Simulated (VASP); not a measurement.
# Cu (R-3m) in VASP: a series of runs, part 2 of 2

VASP 6.6.1.

## Step 4: Single point, PBEsol

This run uses another cell than the first one, of the same volume but with other edges.

The input, INCAR:

```
SYSTEM = Cu
PREC = Accurate
ENCUT = 520
EDIFF = 1E-6
ISMEAR = 0
SIGMA = 0.15
LREAL = .False.
LASPH = .True.
NELM = 100
ALGO = Fast
ISIF = 2
LWAVE = .False.
LCHARG = .False.
GGA = PS
NBANDS = 12
```

The input, KPOINTS:

```
regular mesh
0
Gamma
  24 24 24
  0 0 0
```

The input, POSCAR:

```
Cu
1.0
    0.4405865138      2.0524883935      2.0524883935
    2.0524883935      0.4405865138      2.0524883935
    2.0524883935      2.0524883935      0.4405865138
Cu
1
Direct
    0.0000000000      0.0000000000      0.0000000000
```

Potentials or basis: VASP PAW PBE potentials, release 64 (Cu).

Started as:

```console
$ cat potpaw_PBE.64/Cu/POTCAR > POTCAR
$ mpirun -np 1 vasp_std > vasp.out
```

OUTCAR:

```text
SYSTEM = Cu
   PREC = Accurate
   ENCUT = 520
   EDIFF = 1E-6
   ISMEAR = 0
   LREAL = .False.
   LASPH = .True.
   NELM = 100
   ISIF = 2
   GGA = PS

 ion  position               nearest neighbor table
   1  0.000  0.000  0.000-

  LATTYP: Found a trigonal (rhomboedric) cell.
 ALAT       =     2.9359042367
 COS(alpha) =     0.6985651702

  Lattice vectors:

 A1 = (   0.4405865138,   2.0524883935,   2.0524883935)
 A2 = (   2.0524883935,   0.4405865138,   2.0524883935)
 A3 = (   2.0524883935,   2.0524883935,   0.4405865138)

Analysis of symmetry for initial positions (statically):
=====================================================================
 Subroutine PRICEL returns:
 Original cell was already a primitive cell.

 Routine SETGRP: Setting up the symmetry group for a
 trigonal (rhombohedral) supercell.

 Subroutine GETGRP returns: Found 12 space group operations
 (whereof 12 operations were pure point group operations)
 out of a pool of 12 trial point group operations.

The static configuration has the point symmetry D_3d.

Analysis of symmetry for dynamics (positions and initial velocities):
=====================================================================
 Subroutine PRICEL returns:
 Original cell was already a primitive cell.

 Routine SETGRP: Setting up the symmetry group for a
 trigonal (rhombohedral) supercell.

 Subroutine GETGRP returns: Found 12 space group operations
 (whereof 12 operations were pure point group operations)
 out of a pool of 12 trial point group operations.

The dynamic configuration has the point symmetry D_3d.

 Subroutine INISYM returns: Found 12 space group operations
 (whereof 12 operations are pure point group operations),
 and found     1 'primitive' translations

----------------------------------------------------------------------------------------

                                     Primitive cell

  volume of cell :      11.8104

  direct lattice vectors                    reciprocal lattice vectors
[... 113 lines left out ...]
   IVDW    =     0    specifies the selected vdW correction
   LEPSILON=     F    determine dielectric tensor
   LRPA    =     F    only Hartree local field effects (RPA)
 non-spin polarized calculation
 RMM-DIIS sequential band-by-band and
 Gauss-broadening in eV      SIGMA  =   0.15
  energy-cutoff  :      520.00
  volume of cell :       11.81
 maximum number of plane-waves:       330
 NGX is ok and might be reduce to    24

 number of electron      11.0000001 magnetization

 Free energy of the ion-electron system (eV)
  ---------------------------------------------------
  ext. energy  EPLUGINS =         0.00000000
  ---------------------------------------------------
  free energy    TOTEN  =        -3.79114394 eV

  energy without entropy =       -3.78702211  energy(sigma->0) =       -3.78908303

 E-fermi :   7.4338     XC(G=0): -12.8053

 val. band max:        7.4332084219   @ k =  -0.2083   0.2500   0.0417
 cond. band min:       7.4383220592   @ k =  -0.1667   0.2917   0.0417
 fundamental gap:      0.0051136372
 Fermi energy:         7.4338178253

 k-point     1 :       0.0000    0.0000    0.0000
  band No.  band energies     occupation
      1      -2.0284      2.00000
      2       3.1593      2.00000
      3       4.1344      2.00000
      4       4.1344      2.00000
      5       5.5858      2.00000
      6       5.5858      2.00000
      7      19.2312      0.00000
      8      24.9995      0.00000
      9      34.8223      0.00000
     10      39.5780      0.00000
     11      39.5783      0.00000
     12      41.0651      0.00000
[... 331 lines left out ...]
 k-point    24 :       0.4583    0.0417    0.0000
  band No.  band energies     occupation
      1       1.9524      2.00000
      2       3.4435      2.00000
      3       5.0727      2.00000
      4       5.1002      2.00000
      5       5.8662      2.00000
      6       7.1631      1.98930
      7      14.3245      0.00000
      8      21.8165      0.00000
      9      28.4231      0.00000
     10      31.0759      0.00000
     11      31.2263      0.00000
     12      35.5389      0.00000

 [... further k-points ...]

------------------------ aborting loop because EDIFF is reached ----------------------------------------

  FORCE on cell =-STRESS in cart. coord.  units (eV):
  Direction    XX          YY          ZZ          XY          YZ          ZX
  --------------------------------------------------------------------------------------
  -------------------------------------------------------------------------------------
  Total        1.3586052      1.3586052      1.3586052     -1.5021069     -1.5021069     -1.5021069
  in kB      184.3057690    184.3057690    184.3057690   -203.7729422   -203.7729422   -203.7729422
  external PRESSURE =     184.3057690 kB  Pullay stress =       0.0000000 kB

 VOLUME and BASIS-vectors are now :
 -----------------------------------------------------------------------------
  energy-cutoff  :      520.00
  volume of cell :       11.81
      direct lattice vectors                 reciprocal lattice vectors
     0.440586514  2.052488394  2.052488394    -0.340258526  0.280126631  0.280126631
     2.052488394  0.440586514  2.052488394     0.280126631 -0.340258526  0.280126631
     2.052488394  2.052488394  0.440586514     0.280126631  0.280126631 -0.340258526

 POSITION                                       TOTAL-FORCE (eV/Angst)
 -----------------------------------------------------------------------------------
      0.00000      0.00000      0.00000         0.000000      0.000000      0.000000
 -----------------------------------------------------------------------------------
    total drift:                                0.000000      0.000000      0.000000

  FREE ENERGIE OF THE ION-ELECTRON SYSTEM (eV)
  ---------------------------------------------------
  free  energy   TOTEN  =        -3.7911439388 eV

  energy  without entropy=       -3.7870221127  energy(sigma->0) =       -3.78908303
```

OSZICAR:

```text
N       E                     dE             d eps       ncg     rms          rms(c)
DAV:   1     0.424912842830E+02    0.42491E+02   -0.53882E+03 35008   0.153E+03
DAV:   2    -0.340816079918E+01   -0.45899E+02   -0.42690E+02 32632   0.206E+02
DAV:   3    -0.480761390642E+01   -0.13995E+01   -0.13880E+01 36552   0.406E+01
DAV:   4    -0.481658963073E+01   -0.89757E-02   -0.89746E-02 35044   0.290E+00
DAV:   5    -0.481668216298E+01   -0.92532E-04   -0.92531E-04 36696   0.300E-01    0.858E+00
RMM:   6    -0.423077525621E+01    0.58591E+00   -0.34845E+00 39294   0.349E+01    0.476E+00
RMM:   7    -0.380615390423E+01    0.42462E+00   -0.49502E-01 39210   0.128E+01    0.106E+00
RMM:   8    -0.379151725764E+01    0.14637E-01   -0.10485E-02 41549   0.150E+00    0.108E-01
RMM:   9    -0.379108025394E+01    0.43700E-03   -0.20992E-03 42236   0.768E-01    0.221E-02
RMM:  10    -0.379113561822E+01   -0.55364E-04   -0.53834E-04 41390   0.276E-01    0.139E-02
RMM:  11    -0.379114289053E+01   -0.72723E-05   -0.66991E-05 43546   0.903E-02    0.592E-03
RMM:  12    -0.379114395935E+01   -0.10688E-05   -0.10931E-05 37281   0.342E-02    0.356E-03
RMM:  13    -0.379114393882E+01    0.20533E-07   -0.12863E-06 28627   0.136E-02
   1 F= -.37911439E+01 E0= -.37890830E+01  d E =-.412183E-02
```

stdout:

```text
POSCAR found type information on POSCAR Cu
 POSCAR found :  1 types and       1 ions
 scaLAPACK will be used
 -----------------------------------------------------------------------------
|                                                                             |
|                                                                             |
|     You enforced a specific xc type in the INCAR file but a different       |
|     I HOPE YOU KNOW WHAT YOU ARE DOING!                                     |
|                                                                             |
 -----------------------------------------------------------------------------

 LDA part: xc-table for (Slater+PW92), standard interpolation
 POSCAR, INCAR and KPOINTS ok, starting setup
 FFT: planning ... GRIDC
 FFT: planning ... GRID_SOFT
 FFT: planning ... GRID
 WAVECAR not read
 entering main loop
WARNING in EDDRMM: call to ZHEGV failed, returncode =   6  3     11
WARNING in EDDRMM: call to ZHEGV failed, returncode =   6  3      8
WARNING in EDDRMM: call to ZHEGV failed, returncode =   6  3      9
WARNING in EDDRMM: call to ZHEGV failed, returncode =   6  3      9
WARNING in EDDRMM: call to ZHEGV failed, returncode =   6  3     10
WARNING in EDDRMM: call to ZHEGV failed, returncode =   6  3      9
WARNING in EDDRMM: call to ZHEGV failed, returncode =   6  3     10
WARNING in EDDRMM: call to ZHEGV failed, returncode =   6  3      9
WARNING in EDDRMM: call to ZHEGV failed, returncode =   6  3     11
```

It took 1.9 min on 1 thread of Intel Xeon 6975P-C (Granite Rapids), shared host; peak memory 0.3 GiB.

What came out:

```
Free energy            : -3.7911 eV
Pressure               : 18.4 GPa
Band gap on the k mesh : zero (an odd number of electrons rules out a gap without spin polarisation)
```

Levels at points of the mesh, in eV from the Fermi level:
| k point | band 2 | band 3 | band 4 | band 5 | band 6 | band 7 | band 8 | band 9 | band 10 | band 11 |
| --- | --- | --- | --- | --- | --- | --- | --- | --- | --- | --- |
| (0.00, 0.00, 0.00) | -4.27 | -3.30 | -3.30 | -1.85 | -1.85 | 11.80 | 17.57 | 27.39 | 32.14 | 32.14 |
| (0.50, 0.00, 0.00) | -4.02 | -2.35 | -2.30 | -1.21 | 0.21 | 5.77 | 14.98 | 20.18 | 23.90 | 24.61 |
| (0.50, 0.50, 0.00) | -4.64 | -1.98 | -1.80 | -1.20 | 1.80 | 7.82 | 9.50 | 15.27 | 19.07 | 24.69 |
| (0.50, 0.50, 0.50) | -3.33 | -3.33 | -3.11 | -1.71 | -1.71 | -0.12 | 26.19 | 30.44 | 30.44 | 31.91 |

Caveat: the cell stands under pressure; the PAW data sets were made with another functional, which shifts forces and pressure a little.

## Step 5: Overview

| cell | further INCAR settings | gap on the mesh (eV) | pressure (GPa) |
| --- | --- | --- | --- |
| a = 3.514 Å, angles 33.6°, 1 atom | ALGO = Fast; EDIFF = 1e-06; NBANDS = 12 | none | 103.7 |
| a = 2.344 Å, angles 75.3°, 1 atom | ALGO = Fast; EDIFF = 1e-07; NBANDS = 12 | none | 6.7 |
| a = 2.936 Å, angles 45.7°, 1 atom | ALGO = Fast; EDIFF = 1e-06; NBANDS = 12 | none | 18.4 |

Alike in all rows: task single point; level PBEsol; potentials or basis VASP PAW PBE potentials, release 64 (Cu); no spin polarisation; k mesh 24 × 24 × 24; cutoff (eV) 520; smearing gaussian 0.15 eV.

Caveats: the cell stands under pressure; the PAW data sets were made with another functional, which shifts forces and pressure a little.

Absolute energies hang on the potentials; compare differences alone.
